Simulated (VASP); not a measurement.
A run of VASP 6.6.1 is set up as follows.

The input INCAR:

```
SYSTEM = Sb3S2
ALGO     = Normal         ! electronic algorithm
EDIFF    = 1E-7           ! SCF threshold, eV
ENCUT    = 520            ! plane-wave cutoff, eV
GGA      = PE             ! functional
ISIF     = 2              ! what is computed and relaxed
ISMEAR   = 0              ! smearing method
LASPH    = .TRUE.         ! aspherical terms in the spheres
LCHARG   = .FALSE.        ! write CHGCAR
LREAL    = .FALSE.        ! projectors in reciprocal space
LWAVE    = .FALSE.        ! write WAVECAR
NBANDS   = 22             ! bands
NELM     = 100            ! most SCF steps
PREC     = Accurate       ! precision mode
SIGMA    = 0.1            ! smearing width, eV
```

KPOINTS

```
k-points
0
G
  3 3 3
  0 0 0
```

Contents of POSCAR:

```
Sb3S2
1.0
    3.0475605701      1.7595099155      4.1595697848
   -3.0475605701      1.7595099155      4.1595697848
    0.0000000000     -3.5190198310      4.1595697848
Sb S
3 2
Direct
    0.5000000000      0.5000000000      0.0000000000
    0.0000000000      0.5000000000      0.5000000000
    0.5000000000      0.0000000000      0.5000000000
    0.1626515466      0.1626515466      0.1626515466
    0.8373484534      0.8373484534      0.8373484534
```

Potentials or basis: VASP PAW PBE potentials, release 64 (Sb, S).

The run is started by

```console
$ cat potpaw_PBE.64/Sb/POTCAR potpaw_PBE.64/S/POTCAR > POTCAR
$ mpirun -np 1 vasp_std > vasp.out
```

What does it give for the pressure?

0.1 GPa.

Predict the largest force.

0.059 eV/Å.

Stress tensor (GPa, compression positive):
```
 0.22  0.00  0.00
 0.00  0.22  0.00
 0.00  0.00 -0.05
```

Caveat: the k points lie up to 0.43 Å⁻¹ apart.
